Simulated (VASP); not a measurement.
# Yb2S3 in VASP: single point with PBE+U

Aim: the single point of Yb2S3 with PBE+U.

All numbers are computed with VASP 6.6.1; they aren't measurements. Logs are shortened: lines on timing, memory, paths and dates and some standing lists are left out, and cuts for length are marked.

## (1) The cell of the first run

The cell holds a molecule in a box, 5 atoms: a = 11.990 Å, b = 10.500 Å, c = 14.320 Å, α = 90.00°, β = 90.00°, γ = 90.00°.

## (2) Single point, PBE+U, collinear spin, ferromagnetic start

File INCAR:

```
SYSTEM = Yb2S3
ALGO = Normal
EDIFF = 1E-6
ENCUT = 520
GGA = PE
ISIF = 2
ISMEAR = 0
ISPIN = 2
LASPH = .True.
LCHARG = .False.
LDAU = .True.
LDAUJ = 0 0
LDAUL = 3 -1
LDAUPRINT = 1
LDAUTYPE = 2
LDAUU = 5 0
LMAXMIX = 6
LORBIT = 11
LREAL = .False.
LWAVE = .False.
MAGMOM = 1 1 0 0 0
NBANDS = 45
NELM = 150
PREC = Accurate
SIGMA = 0.01
```

File KPOINTS:

```
k-points
0
Gamma
  1 1 1
  0 0 0
```

File POSCAR:

```
Yb2S3
1.0
   11.9900000000      0.0000000000      0.0000000000
    0.0000000000     10.5000000000      0.0000000000
    0.0000000000      0.0000000000     14.3200000000
Yb S
2 3
Direct
    0.5451292700      0.4741390500      0.6605523700
    0.5451292700      0.4741390500      0.3391731800
    0.6248657200      0.4285714300      0.4998624300
    0.3753127600      0.5711857100      0.6854790500
    0.3753127600      0.5711857100      0.3142458100
```

Potentials or basis: VASP PAW PBE potentials, release 64 (Yb, S).

Run with:

```console
> cat potpaw_PBE.64/Yb/POTCAR potpaw_PBE.64/S/POTCAR > POTCAR
> mpirun -np 1 vasp_gam > vasp.out
```

OUTCAR:

```text
SYSTEM = Yb2S3
   EDIFF = 1E-6
   ENCUT = 520
   GGA = PE
   ISIF = 2
   ISMEAR = 0
   ISPIN = 2
   LASPH = .True.
   LORBIT = 11
   LREAL = .False.
   NELM = 150
   PREC = Accurate

 ion  position               nearest neighbor table
   1  0.545  0.474  0.661-   4 2.30   3 2.54
   2  0.545  0.474  0.339-   5 2.30   3 2.54
   3  0.625  0.429  0.500-   2 2.54   1 2.54
   4  0.375  0.571  0.685-   1 2.30
   5  0.375  0.571  0.314-   2 2.30

  LATTYP: Found a simple orthorhombic cell.
 ALAT       =    10.5000000000
 B/A-ratio  =     1.1419047619
 C/A-ratio  =     1.3638095238

  Lattice vectors:

 A1 = (   0.0000000000, -10.5000000000,   0.0000000000)
 A2 = (  11.9900000000,   0.0000000000,   0.0000000000)
 A3 = (   0.0000000000,   0.0000000000,  14.3200000000)

Analysis of symmetry for initial positions (statically):
=====================================================================
 Subroutine PRICEL returns:
 Original cell was already a primitive cell.

 Routine SETGRP: Setting up the symmetry group for a
 simple orthorhombic supercell.

 Subroutine GETGRP returns: Found  2 space group operations
 (whereof  1 operations were pure point group operations)
 out of a pool of  8 trial point group operations.

The static configuration has the point symmetry C_1 .
 The point group associated with its full space group is C_1h.

Analysis of symmetry for dynamics (positions and initial velocities):
=====================================================================
 Subroutine PRICEL returns:
 Original cell was already a primitive cell.

 Routine SETGRP: Setting up the symmetry group for a
 simple orthorhombic supercell.

 Subroutine GETGRP returns: Found  2 space group operations
 (whereof  1 operations were pure point group operations)
 out of a pool of  8 trial point group operations.

The dynamic configuration has the point symmetry C_1 .
 The point group associated with its full space group is C_1h.

Analysis of structural, dynamic, and magnetic symmetry:
=====================================================================
 Subroutine PRICEL returns:
 Original cell was already a primitive cell.

 Routine SETGRP: Setting up the symmetry group for a
 simple orthorhombic supercell.

 Subroutine GETGRP returns: Found  2 space group operations
 (whereof  1 operations were pure point group operations)
 out of a pool of  8 trial point group operations.

The overall configuration has the point symmetry C_1 .
 The point group associated with its full space group is C_1h.

 Subroutine INISYM returns: Found  2 space group operations
 (whereof  1 operations are pure point group operations),
 and found     1 'primitive' translations

----------------------------------------------------------------------------------------

                                     Primitive cell

  volume of cell :    1802.8164

  direct lattice vectors                    reciprocal lattice vectors
    11.990000000  0.000000000  0.000000000     0.083402836  0.000000000  0.000000000
     0.000000000 10.500000000  0.000000000     0.000000000  0.095238095  0.000000000
     0.000000000  0.000000000 14.320000000     0.000000000  0.000000000  0.069832402

  length of vectors
    11.990000000 10.500000000 14.320000000     0.083402836  0.095238095  0.069832402

[... 140 lines left out ...]
  o =  0.9975  v =  0.0000  0.0000  0.0000  0.0000  0.0000  0.0000  0.0000 -0.1622  0.2701  0.0693  0.0133  0.0386  0.3355 -0.8842      0.0000  0.0000  0.0000  0.0000  0.0000  0.0000  0.0000  0.0000  0.0000  0.0000  0.0000  0.0000  0.0000  0.0000
  o =  0.9978  v =  0.1587 -0.2255 -0.1105  0.0124 -0.0252 -0.3442  0.8902  0.0000  0.0000  0.0000  0.0000  0.0000  0.0000  0.0000      0.0000  0.0000  0.0000  0.0000  0.0000  0.0000  0.0000  0.0000  0.0000  0.0000  0.0000  0.0000  0.0000  0.0000
  o =  1.0003  v =  0.1322  0.5064 -0.3376  0.2332  0.6486 -0.3649 -0.0632  0.0000  0.0000  0.0000  0.0000  0.0000  0.0000  0.0000      0.0000  0.0000  0.0000  0.0000  0.0000  0.0000  0.0000  0.0000  0.0000  0.0000  0.0000  0.0000  0.0000  0.0000
  o =  1.0009  v =  0.0000  0.0000  0.0000  0.0000  0.0000  0.0000  0.0000  0.6573 -0.0643 -0.3177 -0.1875  0.6408  0.0477 -0.1218      0.0000  0.0000  0.0000  0.0000  0.0000  0.0000  0.0000  0.0000  0.0000  0.0000  0.0000  0.0000  0.0000  0.0000
  o =  1.0016  v = -0.6911  0.3813  0.1661  0.3651 -0.3498 -0.2833  0.1158  0.0000  0.0000  0.0000  0.0000  0.0000  0.0000  0.0000      0.0000  0.0000  0.0000  0.0000  0.0000  0.0000  0.0000  0.0000  0.0000  0.0000  0.0000  0.0000  0.0000  0.0000

atom =   2  type =  1  l = 3

 onsite density matrix

spin component  1

  0.9984  0.0018 -0.0011  0.0008  0.0021 -0.0011 -0.0002
  0.0018  0.9970  0.0009  0.0017 -0.0010 -0.0016  0.0006
 -0.0011  0.0009  0.9956 -0.0002 -0.0016 -0.0001 -0.0003
  0.0008  0.0017 -0.0002  0.9968  0.0005 -0.0013 -0.0001
  0.0021 -0.0010 -0.0016  0.0005  0.9979  0.0010 -0.0007
 -0.0011 -0.0016 -0.0001 -0.0013  0.0010  0.9961  0.0013
 -0.0002  0.0006 -0.0003 -0.0001 -0.0007  0.0013  0.9972

spin component  2

  0.9906 -0.0335 -0.0081 -0.0183  0.0176  0.0255  0.0022
 -0.0335  0.8203 -0.0333 -0.0942  0.0758  0.1310  0.0127
 -0.0081 -0.0333  0.9886 -0.0187  0.0133  0.0256  0.0021
 -0.0183 -0.0942 -0.0187  0.9439  0.0421  0.0708  0.0064
  0.0176  0.0758  0.0133  0.0421  0.9642 -0.0566 -0.0059
  0.0255  0.1310  0.0256  0.0708 -0.0566  0.8962 -0.0078
  0.0022  0.0127  0.0021  0.0064 -0.0059 -0.0078  0.9960

 occupancies and eigenvectors

  o =  0.6241  v =  0.0000  0.0000  0.0000  0.0000  0.0000  0.0000  0.0000 -0.1347 -0.6858 -0.1320 -0.3716  0.2976  0.5151  0.0470      0.0000  0.0000  0.0000  0.0000  0.0000  0.0000  0.0000  0.0000  0.0000  0.0000  0.0000  0.0000  0.0000  0.0000
  o =  0.9934  v =  0.0000  0.0000  0.0000  0.0000  0.0000  0.0000  0.0000  0.0710 -0.4143  0.5141 -0.0038  0.2547 -0.5865  0.3875      0.0000  0.0000  0.0000  0.0000  0.0000  0.0000  0.0000  0.0000  0.0000  0.0000  0.0000  0.0000  0.0000  0.0000
  o =  0.9935  v =  0.0000  0.0000  0.0000  0.0000  0.0000  0.0000  0.0000 -0.5117  0.3919 -0.2508 -0.4423  0.4866 -0.2848  0.0905      0.0000  0.0000  0.0000  0.0000  0.0000  0.0000  0.0000  0.0000  0.0000  0.0000  0.0000  0.0000  0.0000  0.0000
  o =  0.9937  v =  0.1361 -0.5145  0.5152  0.0507  0.1868 -0.5210  0.3774  0.0000  0.0000  0.0000  0.0000  0.0000  0.0000  0.0000      0.0000  0.0000  0.0000  0.0000  0.0000  0.0000  0.0000  0.0000  0.0000  0.0000  0.0000  0.0000  0.0000  0.0000
  o =  0.9939  v =  0.4459 -0.4183  0.1497  0.4098 -0.4604  0.4529 -0.1373  0.0000  0.0000  0.0000  0.0000  0.0000  0.0000  0.0000      0.0000  0.0000  0.0000  0.0000  0.0000  0.0000  0.0000  0.0000  0.0000  0.0000  0.0000  0.0000  0.0000  0.0000
  o =  0.9949  v =  0.0000  0.0000  0.0000  0.0000  0.0000  0.0000  0.0000 -0.0311  0.3352  0.7318 -0.0041  0.3589  0.4326 -0.1878      0.0000  0.0000  0.0000  0.0000  0.0000  0.0000  0.0000  0.0000  0.0000  0.0000  0.0000  0.0000  0.0000  0.0000
  o =  0.9953  v = -0.0327  0.3210  0.7366 -0.0085  0.3790  0.4352 -0.1417  0.0000  0.0000  0.0000  0.0000  0.0000  0.0000  0.0000      0.0000  0.0000  0.0000  0.0000  0.0000  0.0000  0.0000  0.0000  0.0000  0.0000  0.0000  0.0000  0.0000  0.0000
  o =  0.9953  v =  0.0000  0.0000  0.0000  0.0000  0.0000  0.0000  0.0000 -0.5057 -0.1225 -0.1190  0.7943  0.2626  0.0875  0.0872      0.0000  0.0000  0.0000  0.0000  0.0000  0.0000  0.0000  0.0000  0.0000  0.0000  0.0000  0.0000  0.0000  0.0000
  o =  0.9963  v = -0.5112 -0.0678 -0.1256  0.8010  0.2567  0.0466  0.0931  0.0000  0.0000  0.0000  0.0000  0.0000  0.0000  0.0000      0.0000  0.0000  0.0000  0.0000  0.0000  0.0000  0.0000  0.0000  0.0000  0.0000  0.0000  0.0000  0.0000  0.0000
  o =  0.9975  v =  0.0000  0.0000  0.0000  0.0000  0.0000  0.0000  0.0000 -0.1622 -0.2701  0.0693 -0.0133  0.0386 -0.3355 -0.8842      0.0000  0.0000  0.0000  0.0000  0.0000  0.0000  0.0000  0.0000  0.0000  0.0000  0.0000  0.0000  0.0000  0.0000
  o =  0.9978  v =  0.1587  0.2255 -0.1105 -0.0124 -0.0252  0.3442  0.8902  0.0000  0.0000  0.0000  0.0000  0.0000  0.0000  0.0000      0.0000  0.0000  0.0000  0.0000  0.0000  0.0000  0.0000  0.0000  0.0000  0.0000  0.0000  0.0000  0.0000  0.0000
  o =  1.0003  v =  0.1322 -0.5064 -0.3376 -0.2332  0.6486  0.3649 -0.0632  0.0000  0.0000  0.0000  0.0000  0.0000  0.0000  0.0000      0.0000  0.0000  0.0000  0.0000  0.0000  0.0000  0.0000  0.0000  0.0000  0.0000  0.0000  0.0000  0.0000  0.0000
  o =  1.0009  v =  0.0000  0.0000  0.0000  0.0000  0.0000  0.0000  0.0000  0.6573  0.0643 -0.3177  0.1875  0.6408 -0.0477 -0.1218      0.0000  0.0000  0.0000  0.0000  0.0000  0.0000  0.0000  0.0000  0.0000  0.0000  0.0000  0.0000  0.0000  0.0000
  o =  1.0016  v = -0.6911 -0.3813  0.1661 -0.3651 -0.3498  0.2833  0.1158  0.0000  0.0000  0.0000  0.0000  0.0000  0.0000  0.0000      0.0000  0.0000  0.0000  0.0000  0.0000  0.0000  0.0000  0.0000  0.0000  0.0000  0.0000  0.0000  0.0000  0.0000

 number of electron      66.0000005 magnetization       2.0000000

 Free energy of the ion-electron system (eV)
  ---------------------------------------------------
  ext. energy  EPLUGINS =         0.00000000
  ---------------------------------------------------
  free energy    TOTEN  =       -17.61863812 eV

  energy without entropy =      -17.61863812  energy(sigma->0) =      -17.61863812

 E-fermi :  -4.5122     XC(G=0):  -1.4440

 val. band max:       -4.6445307554   @ k =   0.0000   0.0000   0.0000
 cond. band min:      -4.3113799911   @ k =   0.0000   0.0000   0.0000
 fundamental gap:      0.3331507643
 Fermi energy:        -4.5121960723

 spin component 1

 k-point     1 :       0.0000    0.0000    0.0000
  band No.  band energies     occupation
      1     -55.5506      1.00000
      2     -55.5504      1.00000
      3     -28.0626      1.00000
      4     -28.0504      1.00000
      5     -27.9034      1.00000
      6     -27.8883      1.00000
[... 37 lines left out ...]
     44       0.2485      0.00000
     45       0.6511      0.00000
 Fermi energy:        -4.5121960723

 spin component 2

 k-point     1 :       0.0000    0.0000    0.0000
  band No.  band energies     occupation
      1     -55.3792      1.00000
      2     -55.3789      1.00000
      3     -27.8545      1.00000
      4     -27.8503      1.00000
      5     -27.8070      1.00000
      6     -27.7848      1.00000
[... 37 lines left out ...]
     44       0.2659      0.00000
     45       0.6643      0.00000

------------------------ aborting loop because EDIFF is reached ----------------------------------------

  FORCE on cell =-STRESS in cart. coord.  units (eV):
  Direction    XX          YY          ZZ          XY          YZ          ZX
  --------------------------------------------------------------------------------------
  -------------------------------------------------------------------------------------
  Total        4.9264502      1.5435791     -0.7559975     -2.4604965      0.0000000      0.0000000
  in kB        4.3781757      1.3717911     -0.6718610     -2.1866629      0.0000000      0.0000000
  external PRESSURE =       1.6927019 kB  Pullay stress =       0.0000000 kB

 VOLUME and BASIS-vectors are now :
 -----------------------------------------------------------------------------
  energy-cutoff  :      520.00
  volume of cell :     1802.82
      direct lattice vectors                 reciprocal lattice vectors
    11.990000000  0.000000000  0.000000000     0.083402836  0.000000000  0.000000000
     0.000000000 10.500000000  0.000000000     0.000000000  0.095238095  0.000000000
     0.000000000  0.000000000 14.320000000     0.000000000  0.000000000  0.069832402

 POSITION                                       TOTAL-FORCE (eV/Angst)
 -----------------------------------------------------------------------------------
      6.53610      4.97846      9.45911         1.292642     -0.663421     -0.545006
      6.53610      4.97846      4.85696         1.292642     -0.663421      0.545006
      7.49214      4.50000      7.15803        -0.154507      0.079512      0.000000
      4.50000      5.99745      9.81606        -1.215389      0.623664      0.246450
      4.50000      5.99745      4.50000        -1.215389      0.623664     -0.246450
 -----------------------------------------------------------------------------------
    total drift:                               -0.000960     -0.000911      0.009183

  FREE ENERGIE OF THE ION-ELECTRON SYSTEM (eV)
  ---------------------------------------------------
  free  energy   TOTEN  =       -17.6186381159 eV

  energy  without entropy=      -17.6186381159  energy(sigma->0) =      -17.61863812

 total charge

# of ion       s       p       d       f       tot
--------------------------------------------------
    1        2.176   6.021   0.523  13.568  22.288
    2        2.176   6.021   0.523  13.568  22.288
    3        1.330   2.419   0.000   0.000   3.749
    4        1.359   2.343   0.000   0.000   3.702
    5        1.359   2.343   0.000   0.000   3.702
--------------------------------------------------
tot          8.400  19.148   1.046  27.136  55.729

 magnetization (x)

# of ion       s       p       d       f       tot
--------------------------------------------------
    1       -0.001   0.012   0.008   0.380   0.398
    2       -0.001   0.012   0.008   0.380   0.398
    3        0.002   0.060   0.000   0.000   0.062
    4        0.007   0.283   0.000   0.000   0.290
    5        0.007   0.283   0.000   0.000   0.290
--------------------------------------------------
tot          0.014   0.649   0.015   0.759   1.437
```

It took 15 min on 1 thread of Intel Xeon Platinum 8375C at 2.90GHz (Ice Lake), shared host; peak memory 1.8 GiB.

What came out:

```
Free energy                                           : -17.6186 eV
Largest force                                         : 1.552 eV/Å
Gap between the frontier levels                       : 0.33 eV
Net moment                                            : 2.00 μB per cell
Site moments                                          : Yb +0.40; S +0.06, +0.29 (each value once) μB
Valence electrons inside the program's atomic spheres : Yb 22.29; S 3.75, 3.70 (each value once)
```

Forces on the atoms (eV/Å):
```
Yb   1.293 -0.663 -0.545
Yb   1.293 -0.663  0.545
S   -0.155  0.080  0.000
S   -1.215  0.624  0.246
S   -1.215  0.624 -0.246
```

Eigenvalues of the final occupation matrices:
```
    site  spin  trace                         eigenvalues
site 1 f     1   6.98  0.99 0.99 1.00 1.00 1.00 1.00 1.00
site 1 f     2   6.60  0.62 0.99 0.99 0.99 1.00 1.00 1.00
site 2 f     1   6.98  0.99 0.99 1.00 1.00 1.00 1.00 1.00
site 2 f     2   6.60  0.62 0.99 0.99 0.99 1.00 1.00 1.00
```

Caveat: spin-orbit coupling is left out, which moves the levels of the heavy elements. The state reached can hang on the start; a lower one may exist.
